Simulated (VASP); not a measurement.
InGa3As2: single point with PBE

Crystal: InGa3As2.

```xyz
6
Lattice="3.3284 0.0000 0.0000 0.0000 3.3284 0.0000 0.0000 0.0000 11.2980" Properties=species:S:1:pos:R:3 pbc="T T T"
In    0.0000    0.0000    0.0000
Ga    1.6642    1.6642    2.1839
Ga    1.6642    1.6642    5.6490
Ga    1.6642    1.6642    9.1141
As    0.0000    0.0000    3.7303
As    0.0000    0.0000    7.5677
```

The cell was built from a structure type or drawn by symmetry, and may not be a known phase.

- Program: VASP 6.6.1
- Task: single point
- Functional: PBE
- Potentials or basis: VASP PAW PBE potentials, release 64 (In_d, Ga_d, As)
- Cutoff: 520 eV
- k mesh: 12 × 12 × 4
- Occupations: gaussian, width 0.1 eV
- Spin: no spin polarisation
- Dipole correction: no
- Further INCAR settings: ALGO = Fast; EDIFF = 1e-07; NBANDS = 40

```json
{"Pressure": "0.1 GPa", "Largest force": "0.016 eV/Å", "Band gap on the k mesh": "zero (bands 31 and 32 overlap by 3.18 eV)"}
```

Forces in eV/Å, atoms in the order of the input:
```
In   0.000  0.000  0.000
Ga   0.000  0.000 -0.006
Ga   0.000  0.000  0.000
Ga   0.000  0.000  0.006
As   0.000  0.000  0.016
As   0.000  0.000 -0.016
```

Levels at points of the mesh, in eV from the Fermi level:
```tsv
k point	band 29	band 30	band 31	band 32	band 33	band 34
(0.00, 0.00, 0.00)	0.10	0.59	0.59	1.73	2.93	4.03
(0.50, 0.00, 0.00)	-2.46	-2.42	1.75	1.91	2.10	2.46
(0.50, 0.50, 0.00)	-2.64	-2.23	-1.43	-1.43	-0.56	-0.38
(0.00, 0.00, 0.50)	0.42	0.54	0.54	0.75	3.74	3.90
(0.50, 0.00, 0.50)	-1.32	-0.25	-0.24	0.48	1.91	2.09
(0.50, 0.50, 0.50)	-2.45	-1.96	-1.50	-0.82	-0.82	-0.26
```

Wall time 11 min on 1 thread of Intel(R) Xeon(R) Platinum 8259CL CPU @ 2.50GHz (Skylake/Cascade Lake), on a shared host, peak memory 0.52 GiB.

Caveat: spin-orbit coupling is left out, which moves the levels of the heavy elements.
